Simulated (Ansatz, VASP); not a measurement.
## Two plane-wave programs on SbBr

INCAR

```
SYSTEM = SbBr
  PREC = Accurate
  ENCUT = 600
  EDIFF = 1E-6
  ISMEAR = 0
  SIGMA = 0.1
  LREAL = .FALSE.
  LASPH = .TRUE.
  NELM = 80
  ALGO = Normal
  ISIF = 3
  LWAVE = .FALSE.
  LCHARG = .FALSE.
  GGA = PE
  IBRION = 2
  NSW = 100
  EDIFFG = -0.01
```

KPOINTS

```
Automatic mesh
0
G
  16 16 12
  0 0 0
```

POSCAR

```
SbBr
1.0
    3.3515497963      0.0000000000      0.0000000000
    0.0000000000      3.3515497963      0.0000000000
    0.0000000000      0.0000000000      4.7868350921
Sb Br
1 1
Direct
    0.5000000000      0.5000000000      0.5000000000
    0.0000000000      0.0000000000      0.0000000000
```

Input for Ansatz:

```yaml
crystal:
  lattice:
    - [3.3515497963, 0.0, 0.0]
    - [0.0, 3.3515497963, 0.0]
    - [0.0, 0.0, 4.7868350921]
  atoms:
    - { symbol: Sb, position: [0.5, 0.5, 0.5] }
    - { symbol: Br, position: [0.0, 0.0, 0.0] }
basis:
  ecutwfc: 420
kpoints:
  mp_grid: { grid: [16, 16, 12] }
hamiltonian:
  xc: pbe
scf:
  occupations: { method: gaussian, width: 0.1 }
output:
  forces: true
  stress: true
  eigenvalues: true
relax:
  adjacent_minimum: "off"
  f_tol: 0.01
  max_steps: 80
  cell: { stress_tol: 0.05 }
```

Alike in both runs: task relaxation of cell and atoms; functional PBE; k mesh 16 × 16 × 12; occupations gaussian, width 0.1 eV; no spin polarisation.

|  | VASP | Ansatz |
| --- | --- | --- |
| version | VASP 6.6.1 | Ansatz 0.2.0 |
| potentials or method | VASP PAW PBE potentials, release 64 (Sb, Br), cutoff 600 eV | scalar-relativistic, plane waves, PAW |
| valence electrons in the cell | 12 | 22 |

Ansatz gave:

| Property | Result |
| --- | --- |
| gap on the k mesh at the Fermi level, each at its own relaxed structure (eV) | none |
| relaxed volume (Å³/atom) | 26.88 |
| relaxed cell length with the largest relative difference (Å) | 3.352 |

Task: What did VASP give for the same quantities?

Result: gap on the k mesh at the Fermi level, each at its own relaxed structure (eV): none; relaxed volume (Å³/atom): 26.81; relaxed cell length with the largest relative difference (Å): 3.348.

A gap of «none» marks a metal or a gap that the smearing closes. VASP's potentials hold 12 valence electrons a cell and Ansatz's 22, so a difference there can come from the potentials and not from the codes.

Spin-orbit coupling is off throughout.
